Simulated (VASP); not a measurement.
# TaC (Fm-3m) in VASP: single point with PBE

Aim: the single point of TaC with PBE.

All numbers are computed with VASP 6.6.1; they aren't measurements. Logs are shortened: lines on timing, memory, paths and dates and some standing lists are left out, and cuts for length are marked.

## (1) The cell of the first run

It takes space group Fm-3m (No. 225, cubic). Conventional cell: a = 4.475 Å, b = 4.475 Å, c = 4.475 Å, α = 90.00°, β = 90.00°, γ = 90.00°. Ta (site symmetry m-3m) has 6 C at 2.24 Å within 3.0 Å. Within 3.0 Å of C (site symmetry m-3m) lie 6 Ta at 2.24 Å.

## (2) Single point, PBE

INCAR reads:

```
SYSTEM = TaC
ALGO = Normal
EDIFF = 1E-7
ENCUT = 520
GGA = PE
ISIF = 2
ISMEAR = 0
LASPH = .TRUE.
LCHARG = .TRUE.
LELF = .TRUE.
LREAL = .FALSE.
LVHAR = .TRUE.
LWAVE = .FALSE.
NBANDS = 14
NELM = 60
PREC = Accurate
SIGMA = 0.1
```

KPOINTS reads:

```
k-points
0
G
  16 16 16
  0 0 0
```

POSCAR reads:

```
TaC
1.0
    0.0000000000      2.2376290084      2.2376290084
    2.2376290084      0.0000000000      2.2376290084
    2.2376290084      2.2376290084      0.0000000000
Ta C
1 1
Direct
    0.0000000000      0.0000000000      0.0000000000
    0.5000000000      0.5000000000      0.5000000000
```

Potentials or basis: VASP PAW PBE potentials, release 64 (Ta_pv, C).

The run is started by

```
$ cat potpaw_PBE.64/Ta_pv/POTCAR potpaw_PBE.64/C/POTCAR > POTCAR
$ mpirun -np 1 vasp_std > vasp.out
```

OUTCAR:

```text
SYSTEM = TaC
   EDIFF = 1E-7
   ENCUT = 520
   GGA = PE
   ISIF = 2
   ISMEAR = 0
   LASPH = .TRUE.
   LREAL = .FALSE.
   NELM = 60
   PREC = Accurate

 ion  position               nearest neighbor table
   1  0.000  0.000  0.000-   2 2.24   2 2.24   2 2.24   2 2.24   2 2.24   2 2.24
   2  0.500  0.500  0.500-   1 2.24   1 2.24   1 2.24   1 2.24   1 2.24   1 2.24

  LATTYP: Found a face centered cubic cell.
 ALAT       =     4.4752580168

  Lattice vectors:

 A1 = (   0.0000000000,   2.2376290084,   2.2376290084)
 A2 = (   2.2376290084,   0.0000000000,   2.2376290084)
 A3 = (   2.2376290084,   2.2376290084,   0.0000000000)

Analysis of symmetry for initial positions (statically):
=====================================================================
 Subroutine PRICEL returns:
 Original cell was already a primitive cell.

 Routine SETGRP: Setting up the symmetry group for a
 face centered cubic supercell.

 Subroutine GETGRP returns: Found 48 space group operations
 (whereof 48 operations were pure point group operations)
 out of a pool of 48 trial point group operations.

The static configuration has the point symmetry O_h .

Analysis of symmetry for dynamics (positions and initial velocities):
=====================================================================
 Subroutine PRICEL returns:
 Original cell was already a primitive cell.

 Routine SETGRP: Setting up the symmetry group for a
 face centered cubic supercell.

 Subroutine GETGRP returns: Found 48 space group operations
 (whereof 48 operations were pure point group operations)
 out of a pool of 48 trial point group operations.

The dynamic configuration has the point symmetry O_h .

 Subroutine INISYM returns: Found 48 space group operations
 (whereof 48 operations are pure point group operations),
 and found     1 'primitive' translations

----------------------------------------------------------------------------------------

                                     Primitive cell

  volume of cell :      22.4075

  direct lattice vectors                    reciprocal lattice vectors
     0.000000000  2.237629008  2.237629008    -0.223450804  0.223450804  0.223450804
     2.237629008  0.000000000  2.237629008     0.223450804 -0.223450804  0.223450804
     2.237629008  2.237629008  0.000000000     0.223450804  0.223450804 -0.223450804

  length of vectors
     3.164485291  3.164485291  3.164485291     0.387028145  0.387028145  0.387028145

  position of ions in fractional coordinates (direct lattice)
     0.000000000  0.000000000  0.000000000
     0.500000000  0.500000000  0.500000000

  ion indices of the primitive-cell ions
   primitive index   ion index
                 1           1
                 2           2

----------------------------------------------------------------------------------------

 KPOINTS: k-points

Automatic generation of k-mesh.
 Grid dimensions read from file:
 generate k-points for:   16   16   16

 Generating k-lattice:

  Cartesian coordinates                     Fractional coordinates (reciprocal lattice)
    -0.013965675  0.013965675  0.013965675     0.062500000  0.000000000  0.000000000
     0.013965675 -0.013965675  0.013965675     0.000000000  0.062500000  0.000000000
     0.013965675  0.013965675 -0.013965675     0.000000000  0.000000000  0.062500000

  Length of vectors
     0.024189259  0.024189259  0.024189259

  Shift w.r.t. Gamma in fractional coordinates (k-lattice)
     0.000000000  0.000000000  0.000000000

 Subroutine IBZKPT returns following result:
 ===========================================

 Found    145 irreducible k-points:

 Following reciprocal coordinates:
            Coordinates               Weight
  0.000000  0.000000  0.000000      1.000000
  0.062500  0.000000  0.000000      8.000000
  0.125000  0.000000  0.000000      8.000000
  0.187500  0.000000  0.000000      8.000000
  0.250000  0.000000  0.000000      8.000000
  0.312500  0.000000  0.000000      8.000000
[... 16 lines left out ...]
 -0.125000  0.062500  0.000000     24.000000
 -0.062500  0.062500  0.000000     12.000000
 [... further k-points ...]
   k-points           NKPTS =    145   k-points in BZ     NKDIM =    145   number of bands    NBANDS=     14
   number of dos      NEDOS =    301   number of ions     NIONS =      2
   total plane-waves  NPLWV =  13824
   dimension x,y,z NGX =    24 NGY =   24 NGZ =   24
   dimension x,y,z NGXF=    48 NGYF=   48 NGZF=   48
   ions per type =               1   1
   NGX,Y,Z   is equivalent  to a cutoff of  12.61, 12.61, 12.61 a.u.
   NGXF,Y,Z  is equivalent  to a cutoff of  25.22, 25.22, 25.22 a.u.
 SYSTEM =  TaC
   PREC   = accura    normal or accurate (medium, high low for compatibility)
   ISTART =      0    job   : 0-new  1-cont  2-samecut
   ICHARG =      2    charge: 1-file 2-atom 10-const
   ISPIN  =      1    spin polarized calculation?
   LNONCOLLINEAR =      F non collinear calculations
   LSORBIT =      F    spin-orbit coupling
   LASPH  =      T    aspherical Exc in radial PAW
   ENCUT  =  520.0 eV  38.22 Ry    6.18 a.u.   5.88  5.88  5.88*2*pi/ulx,y,z
   NELM   =     60;   NELMIN=  2; NELMDL= -5     # of ELM steps
   EDIFF  = 0.1E-06   stopping-criterion for ELM
   LREAL  =      F    real-space projection
   EDIFFG = 0.1E-05   stopping-criterion for IOM
   NSW    =      0    number of steps for IOM
   IBRION =     -1    ionic relax: 0-MD 1-quasi-New 2-CG
   NFREE  =      0    steps in history (QN), initial steepest desc. (CG)
   ISIF   =      2    stress and relaxation
   ISYM   =      2    0-nonsym 1-usesym 2-fastsym
   POTIM  = 0.5000    time-step for ionic-motion
   TEBEG  =    0.0;   TEEND  =   0.0 temperature during run
   PSTRESS=    0.0 pullay stress
   NELECT =      15.0000    total number of electrons
   NUPDOWN=      -1.0000    fix difference up-down
   EMIN   =  10.00;   EMAX   =-10.00  energy-range for DOS
   EFERMI =   0.00;   METHOD = LEGACY
   ISMEAR =     0;   SIGMA  =   0.10  broadening in eV -4-tet -1-fermi 0-gaus
   EFERMI_NEDOS =   21; number of points for ismear=-14 and -15
   IALGO  =     38    algorithm
   IMIX   =      4    mixing-type and parameters
     AMIX     =   0.40;   BMIX     =  1.00
     AMIX_MAG =   1.60;   BMIX_MAG =  1.00
  volume/ion in A,a.u.               =      11.20        75.61
  Fermi-wavevector in a.u.,A,eV,Ry     =   1.432102  2.706280 27.904393  2.050915
  Thomas-Fermi vector in A             =   2.551766
   LORBIT       =      0    0 simple, 1 ext, 2 COOP (PROOUT), +10 PAW based schemes
   GGA     = PE    functional components
   LHFCALC =     F    Hartree Fock is set to
   AEXX    =    0.0000 exact exchange contribution
   IVDW    =     0    specifies the selected vdW correction
   LEPSILON=     F    determine dielectric tensor
   LRPA    =     F    only Hartree local field effects (RPA)
 non-spin polarized calculation
 Gauss-broadening in eV      SIGMA  =   0.10
  energy-cutoff  :      520.00
  volume of cell :       22.41
 maximum number of plane-waves:       620
   NGX = 11   NGY = 11   NGZ = 11

 number of electron      14.9999999 magnetization

 Free energy of the ion-electron system (eV)
  ---------------------------------------------------
  ext. energy  EPLUGINS =         0.00000000
  ---------------------------------------------------
  free energy    TOTEN  =       -22.20730779 eV

  energy without entropy =      -22.20565605  energy(sigma->0) =      -22.20648192

 E-fermi :   8.2394     XC(G=0): -13.1322

 val. band max:        8.2135003243   @ k =   0.4375   0.1875   0.0625
 cond. band min:       8.2598895391   @ k =   0.1250   0.0625   0.0000
 fundamental gap:      0.0463892148
 Fermi energy:         8.2394273119

 k-point     1 :       0.0000    0.0000    0.0000
  band No.  band energies     occupation
      1     -26.8522      2.00000
      2     -26.8522      2.00000
      3     -26.8522      2.00000
      4      -6.4640      2.00000
      5       6.9499      2.00000
      6       6.9499      2.00000
      7       6.9499      2.00000
      8       7.7887      2.00000
      9       7.7887      2.00000
     10       7.7887      2.00000
     11       8.8976      0.00000
     12       8.8976      0.00000
     13      14.6768      0.00000
     14      18.2950      0.00000

 k-point     2 :       0.0625    0.0000    0.0000
  band No.  band energies     occupation
      1     -26.8795      2.00000
      2     -26.8550      2.00000
      3     -26.8550      2.00000
      4      -6.3555      2.00000
      5       6.3522      2.00000
      6       6.6921      2.00000
      7       6.6921      2.00000
      8       7.4322      2.00000
      9       7.4322      2.00000
     10       8.1490      1.79880
     11       9.7280      0.00000
     12       9.7280      0.00000
     13      14.8963      0.00000
     14      18.5708      0.00000

 k-point     3 :       0.1250    0.0000    0.0000
  band No.  band energies     occupation
      1     -26.9567      2.00000
      2     -26.8628      2.00000
      3     -26.8628      2.00000
      4      -6.0385      2.00000
      5       5.3254      2.00000
      6       5.8292      2.00000
      7       5.8292      2.00000
      8       7.6035      2.00000
      9       7.6035      2.00000
     10       8.5589      0.00001
     11      11.0566      0.00000
     12      11.0566      0.00000
     13      15.4675      0.00000
     14      19.3324      0.00000
[... 324 lines left out ...]
 k-point    23 :      -0.1250    0.0625    0.0000
  band No.  band energies     occupation
      1     -27.0015      2.00000
      2     -26.8885      2.00000
      3     -26.8598      2.00000
      4      -5.8036      2.00000
      5       4.7978      2.00000
      6       5.2569      2.00000
      7       5.4278      2.00000
      8       7.4198      2.00000
      9       8.3297      0.20167
     10       8.9583      0.00000
     11      10.8245      0.00000
     12      12.3567      0.00000
     13      15.8932      0.00000
     14      19.8650      0.00000

 k-point    24 :      -0.0625    0.0625    0.0000
  band No.  band energies     occupation
      1     -26.9173      2.00000
      2     -26.8706      2.00000
      3     -26.8544      2.00000
      4      -6.1787      2.00000
      5       5.8352      2.00000
      6       6.0315      2.00000
      7       6.1550      2.00000
      8       7.1159      2.00000
      9       8.0014      1.99924
     10       8.5793      0.00000
     11       9.8542      0.00000
     12      10.9672      0.00000
     13      15.2488      0.00000
     14      19.0088      0.00000

 [... further k-points ...]

------------------------ aborting loop because EDIFF is reached ----------------------------------------

  FORCE on cell =-STRESS in cart. coord.  units (eV):
  Direction    XX          YY          ZZ          XY          YZ          ZX
  --------------------------------------------------------------------------------------
  -------------------------------------------------------------------------------------
  Total        0.0980133      0.0980133      0.0980133      0.0000000      0.0000000      0.0000000
  in kB        7.0081156      7.0081156      7.0081156      0.0000000      0.0000000      0.0000000
  external PRESSURE =       7.0081156 kB  Pullay stress =       0.0000000 kB

 VOLUME and BASIS-vectors are now :
 -----------------------------------------------------------------------------
  energy-cutoff  :      520.00
  volume of cell :       22.41
      direct lattice vectors                 reciprocal lattice vectors
     0.000000000  2.237629008  2.237629008    -0.223450804  0.223450804  0.223450804
     2.237629008  0.000000000  2.237629008     0.223450804 -0.223450804  0.223450804
     2.237629008  2.237629008  0.000000000     0.223450804  0.223450804 -0.223450804

 POSITION                                       TOTAL-FORCE (eV/Angst)
 -----------------------------------------------------------------------------------
      0.00000      0.00000      0.00000         0.000000      0.000000      0.000000
      2.23763      2.23763      2.23763        -0.000000     -0.000000     -0.000000
 -----------------------------------------------------------------------------------
    total drift:                                0.000000     -0.000000     -0.000000

  FREE ENERGIE OF THE ION-ELECTRON SYSTEM (eV)
  ---------------------------------------------------
  free  energy   TOTEN  =       -22.2073077857 eV

  energy  without entropy=      -22.2056560548  energy(sigma->0) =      -22.20648192
```

Run time: 22 s. Hardware: 1 thread of AMD EPYC 9R45 (Zen 5), shared host; peak memory 0.14 GiB.

Results:

```yaml
Free_energy: -22.2073 eV
Pressure: 0.7 GPa
```

Levels at points of the mesh, in eV from the Fermi level:
| k point | band 4 | band 5 | band 6 | band 7 | band 8 | band 9 | band 10 | band 11 | band 12 | band 13 |
| --- | --- | --- | --- | --- | --- | --- | --- | --- | --- | --- |
| (0.00, 0.00, 0.00) | -14.70 | -1.29 | -1.29 | -1.29 | -0.45 | -0.45 | -0.45 | 0.66 | 0.66 | 6.44 |
| (0.50, 0.00, 0.00) | -10.35 | -8.63 | -5.39 | -5.39 | 2.69 | 2.69 | 3.65 | 5.37 | 9.81 | 9.81 |
| (0.50, 0.50, 0.00) | -12.61 | -4.60 | -4.45 | -1.75 | -1.75 | 2.58 | 4.03 | 4.03 | 6.75 | 7.96 |

Caveat: spin-orbit coupling is left out, which moves the levels of the heavy elements.
